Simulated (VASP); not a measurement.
## Zr: single point with PBE

Zr:

```
Zr
1.0
     2.52800    0.00000    0.00000
     0.00000    2.52800    0.00000
     0.00000    0.00000    2.52800
Zr
1
Direct
  0.00000 0.00000 0.00000
```

```json
{
  "Program": "VASP 6.6.1",
  "Task": "single point",
  "Functional": "PBE",
  "Potentials or basis": "VASP PAW PBE potentials, release 64 (Zr_sv)",
  "Cutoff": "520 eV",
  "k mesh": "15 × 15 × 15",
  "Occupations": "fermi-dirac, width 0.05 eV",
  "Spin": "no spin polarisation",
  "Dipole correction": "no",
  "Further INCAR settings": "ALGO = Normal; EDIFF = 1e-06; NBANDS = 12"
}
```

The pressure is 64.6 GPa and the band gap on the k mesh is zero (band 6 reaches 14.65 eV, above the bottom of band 7 at 10.16 eV).

Levels at points of the mesh, in eV from the Fermi level:
| k point | band 3 | band 4 | band 5 | band 6 | band 7 | band 8 | band 9 | band 10 |
| --- | --- | --- | --- | --- | --- | --- | --- | --- |
| (0.00, 0.00, 0.00) | -24.86 | -24.86 | -5.28 | -3.16 | -3.16 | 8.61 | 8.61 | 8.61 |

It took 11 s on 1 thread of Intel Xeon 6975P-C (shared host), peak memory 0.14 GiB.
